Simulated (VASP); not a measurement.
Wanted: the native input for a VASP 6.6.1 run.

* Task: relaxation of cell and atoms
* Functional: PBEsol
* Potentials or basis: VASP PAW PBE potentials, release 64 (Zr_sv, B)
* Cutoff: 600 eV
* k mesh: 10 × 10 × 8
* Occupations: fermi-dirac, width 0.05 eV
* Spin: no spin polarisation
* Target pressure: 5 GPa
* Dipole correction: no
* Further INCAR settings: ALGO = Normal; EDIFF = 1e-07; IBRION = 2; EDIFFG = -0.01; NSW = 80; ISIF = 3

The structure of ZrB2 lies in POSCAR:

```
ZrB2
1.0
    3.1700000000      0.0000000000      0.0000000000
   -1.5850000000      2.7453005300      0.0000000000
    0.0000000000      0.0000000000      3.5330000000
Zr B
1 2
Direct
    0.0000000000      0.0000000000      0.0000000000
    0.6666666667      0.3333333333      0.5000000000
    0.3333333333      0.6666666667      0.5000000000
```

One way to write it, as run:

INCAR

```
PREC = Accurate
ENCUT = 600
EDIFF = 1E-7
ISMEAR = -1
SIGMA = 0.05
LREAL = False
LASPH = True
NELM = 60
ALGO = Normal
ISIF = 3
LWAVE = False
LCHARG = False
GGA = PS
IBRION = 2
NSW = 80
EDIFFG = -0.01
PSTRESS = 50.0
```

KPOINTS

```
Automatic mesh
0
Gamma
  10 10 8
```

Potentials or basis: VASP PAW PBE potentials, release 64 (Zr_sv, B).

Run with:

```sh
$ cat potpaw_PBE.64/Zr_sv/POTCAR potpaw_PBE.64/B/POTCAR > POTCAR
$ mpirun -np 1 vasp_std > vasp.out
```

It gave:

The relaxed volume is 9.90 Å³/atom, the relaxed cell is a = 3.136 Å, b = 3.136 Å, c = 3.487 Å, α = 90.00°, β = 90.00°, γ = 120.00° and the space group after relaxing (to 0.1 Å) is P6/mmm (No. 191). The energy change on relaxing (the run minimises the enthalpy) is +1.2 meV/atom and the ionic steps are 5. The pressure after relaxing is 5.1 GPa and the band gap on the k mesh is zero (bands 9 and 10 overlap by 0.82 eV).

Caveat: the cell is relaxed towards a set pressure, so the run minimises the enthalpy, not the energy; the PAW data sets were made with another functional, which shifts forces and pressure a little.

Wall time 2.9 min on 1 thread of Intel Xeon 8259CL, with other jobs on the host, peak memory 0.19 GiB.
